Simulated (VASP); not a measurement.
Here is a VASP 6.6.1 calculation.

The input INCAR:

```
SYSTEM = LaSb
ALGO = Normal ; EDIFF = 1E-6
EDIFFG = -0.01 ; ENCUT = 520
IBRION = 2 ; ISIF = 2
ISMEAR = -1 ; LASPH = .True.
LCHARG = .False. ; LREAL = .False.
LWAVE = .False. ; NELM = 100
NSW = 50 ; PREC = Accurate
SIGMA = 0.05
```

The input KPOINTS:

```
k-points
0
Gamma
  10 10 10
  0 0 0
```

The input POSCAR:

```
LaSb
1.0
    0.0000000000      2.4866741081      2.4866741081
    2.4866741081      0.0000000000      2.4866741081
    2.4866741081      2.4866741081      0.0000000000
La Sb
1 1
Direct
    0.0000000000      0.0000000000      0.0000000000
    0.5000000000      0.5000000000      0.5000000000
```

Potentials or basis: VASP PAW LDA potentials, release 64 (La, Sb).

The run is started by

```bash
$ cat potpaw_LDA.64/La/POTCAR potpaw_LDA.64/Sb/POTCAR > POTCAR
$ mpirun -np 1 vasp_std > vasp.out
```

Question: Predict the band gap on the k mesh.

Answer: Zero (bands 8 and 9 overlap by 1.77 eV).

Final structure:
```xyz
2
Lattice="0.0000 2.4867 2.4867 2.4867 0.0000 2.4867 2.4867 2.4867 0.0000" Properties=species:S:1:pos:R:3 pbc="T T T"
La    0.0000    0.0000    0.0000
Sb    2.4867    2.4867    2.4867
```

Caveat: the relaxation stopped at its first step, so nothing moved; spin-orbit coupling is left out, which moves the levels of the heavy elements.
